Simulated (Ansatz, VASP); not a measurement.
## One calculation of Al4Cu, two programs

File INCAR:

```
SYSTEM = Al4Cu
PREC     = Accurate       ! precision mode
ENCUT    = 520            ! plane-wave cutoff, eV
EDIFF    = 1E-6           ! SCF threshold, eV
ISMEAR   = 0              ! smearing method
SIGMA    = 0.1            ! smearing width, eV
LREAL    = .FALSE.        ! projectors in reciprocal space
LASPH    = .TRUE.         ! aspherical terms in the spheres
NELM     = 80             ! most SCF steps
ALGO     = Fast           ! electronic algorithm
ISIF     = 2              ! what is computed and relaxed
LWAVE    = .FALSE.        ! write WAVECAR
LCHARG   = .TRUE.         ! write CHGCAR
GGA      = PE             ! functional
LELF     = .TRUE.         ! ELF
LVHAR    = .TRUE.       
NBANDS   = 20             ! bands
```

KPOINTS

```
regular mesh
0
G
  4 4 6
  0 0 0
```

Contents of POSCAR:

```
Al4Cu
1.0
    3.3057639900     -3.4712816300      0.0000000000
    3.3057639900      3.4712816300      0.0000000000
    0.0000000000      0.0000000000      2.9684751600
Al Cu
4 1
Direct
    0.8105999900      0.1894000100      0.5000000000
    0.1894000100      0.8105999900      0.5000000000
    0.2852000000      0.2852000000      0.0000000000
    0.7148000000      0.7148000000      0.0000000000
    0.0000000000      0.0000000000      0.0000000000
```

Input for Ansatz:

```yaml
crystal:
  lattice:
    - [3.30576399, -3.47128163, 0.0]
    - [3.30576399, 3.47128163, 0.0]
    - [0.0, 0.0, 2.96847516]
  atoms:
    - { symbol: Al, position: [0.81059999, 0.18940001, 0.5] }
    - { symbol: Al, position: [0.18940001, 0.81059999, 0.5] }
    - { symbol: Al, position: [0.2852, 0.2852, 0.0] }
    - { symbol: Al, position: [0.7148, 0.7148, 0.0] }
    - { symbol: Cu, position: [0.0, 0.0, 0.0] }
basis:
  ecutwfc: 420
kpoints:
  mp_grid: { grid: [4, 4, 6] }
hamiltonian:
  xc: pbe
scf:
  occupations: { method: gaussian, width: 0.1 }
  lower_state_search: "off"
output:
  forces: true
  stress: true
  eigenvalues: true
```

Change from the starting cell: species swapped into the OsCl4 type (Cmmm, No. 65).

Alike in both runs: task single point; functional PBE; k mesh 4 × 4 × 6; occupations gaussian, width 0.1 eV; no spin polarisation.

|  | VASP | Ansatz |
| --- | --- | --- |
| version | VASP 6.6.1 | Ansatz 0.2.0 |
| potentials or method | VASP PAW PBE potentials, release 64 (Al, Cu), cutoff 520 eV | scalar-relativistic, plane waves, PAW |
| valence electrons in the cell | 23 | 31 |

```csv
,VASP,Ansatz,Ansatz less VASP
gap on the k mesh at the Fermi level (eV),none,none,-
rms of the force components (eV/Å),4.713,4.730,+0.0171
```

Atom by atom the forces differ by 0.017 eV/Å (rms over components). A gap of «none» marks a metal or a gap that the smearing closes. The functional is the same, so the differences come from potentials, cutoffs and numerics. VASP's potentials hold 23 valence electrons a cell and Ansatz's 31, so a difference there can come from the potentials and not from the codes.
